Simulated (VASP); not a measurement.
Here is a VASP 6.6.1 calculation.

The input INCAR:

```
PREC = Accurate
ENCUT = 600
EDIFF = 1E-6
ISMEAR = -1
SIGMA = 0.05
LREAL = F
LASPH = T
NELM = 100
ALGO = Normal
ISIF = 3
LWAVE = F
LCHARG = F
GGA = PE
IBRION = 2
NSW = 100
EDIFFG = -0.005
```

The input KPOINTS:

```
regular mesh
0
Gamma
  11 11 11
```

The input POSCAR:

```
PtS2
1.0
    0.0000000000      2.7064318671      2.7064318671
    2.7064318671      0.0000000000      2.7064318671
    2.7064318671      2.7064318671      0.0000000000
Pt S
1 2
Direct
    0.0000000000      0.0000000000      0.0000000000
    0.2500000000      0.2500000000      0.2500000000
    0.7500000000      0.7500000000      0.7500000000
```

Potentials or basis: VASP PAW PBE potentials, release 64 (Pt, S).

Launch:

```sh
$ cat potpaw_PBE.64/Pt/POTCAR potpaw_PBE.64/S/POTCAR > POTCAR
$ mpirun -np 1 vasp_std > vasp.out
```

(1) Estimate the relaxed volume.

(2) What does it give for the space group after relaxing (to 0.1 Å)?

## Answers

(1) 17.71 Å³/atom.

(2) Fm-3m (No. 225).

Caveat: the volume moved by over 15 % at a fixed basis, so the end points are rough.
